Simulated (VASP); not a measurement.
Mo16H: single point with PBE

System: Mo16H, a slab with vacuum.

```
CELL_PARAMETERS angstrom
6.32094 0.00000 0.00000
0.00000 6.32094 0.00000
0.00000 0.00000 20.08839
ATOMIC_POSITIONS crystal
Mo 0.25000 0.25000 0.19912
Mo 0.25000 0.75000 0.19912
Mo 0.75000 0.25000 0.19912
Mo 0.75000 0.75000 0.19912
Mo 0.00000 0.00000 0.27778
Mo 0.00000 0.50000 0.27778
Mo 0.50000 0.00000 0.27778
Mo 0.50000 0.50000 0.27778
Mo 0.25000 0.25000 0.35897
Mo 0.25000 0.75000 0.35897
Mo 0.75000 0.25000 0.35897
Mo 0.75000 0.75000 0.35897
Mo 0.00000 0.00000 0.42753
Mo 0.00000 0.50000 0.42753
Mo 0.50000 0.00000 0.42753
Mo 0.50000 0.50000 0.42753
H 0.25000 0.25000 0.45501
```

| Property | Result |
| --- | --- |
| Program | VASP 6.6.1 |
| Task | single point |
| Functional | PBE |
| Potentials or basis | VASP PAW PBE potentials, release 64 (Mo_sv, H) |
| Cutoff | 520 eV |
| k mesh | 4 × 4 × 1 |
| Occupations | gaussian, width 0.1 eV |
| Spin | no spin polarisation |
| Dipole correction | yes |
| Further INCAR settings | LREAL = Auto; ALGO = Normal; EDIFF = 1e-07; NBANDS = 126 |

The largest force is 1.832 eV/Å. The band gap on the k mesh is zero (an odd number of electrons rules out a gap without spin polarisation).

Forces on the atoms (eV/Å):
```
Mo   0.000  0.000  1.832
Mo   0.000  0.000  1.682
Mo   0.000  0.000  1.682
Mo   0.000  0.000  1.788
Mo  -0.003 -0.003 -1.806
Mo  -0.003  0.003 -1.806
Mo   0.003 -0.003 -1.806
Mo   0.003  0.003 -1.806
Mo   0.000  0.000 -0.311
Mo   0.000  0.000  0.113
Mo   0.000  0.000  0.113
Mo   0.000  0.000 -0.046
Mo  -0.071 -0.071  0.092
Mo  -0.071  0.071  0.092
Mo   0.071 -0.071  0.092
Mo   0.071  0.071  0.092
H    0.000  0.000  0.004
```

Levels at points of the mesh, in eV from the Fermi level:
```csv
k point,band 111,band 112,band 113,band 114,band 115,band 116
"(0.00, 0.00, 0.00)",-0.13,0.07,0.50,0.60,0.60,0.72
"(0.50, 0.00, 0.00)",-0.18,-0.17,-0.11,-0.10,0.47,0.59
"(0.50, 0.50, 0.00)",-0.25,-0.20,-0.09,-0.09,-0.08,-0.08
```

It took 38 min on 1 thread of Intel(R) Xeon(R) Platinum 8259CL CPU @ 2.50GHz (Skylake/Cascade Lake) (shared host), peak memory 0.9 GiB.
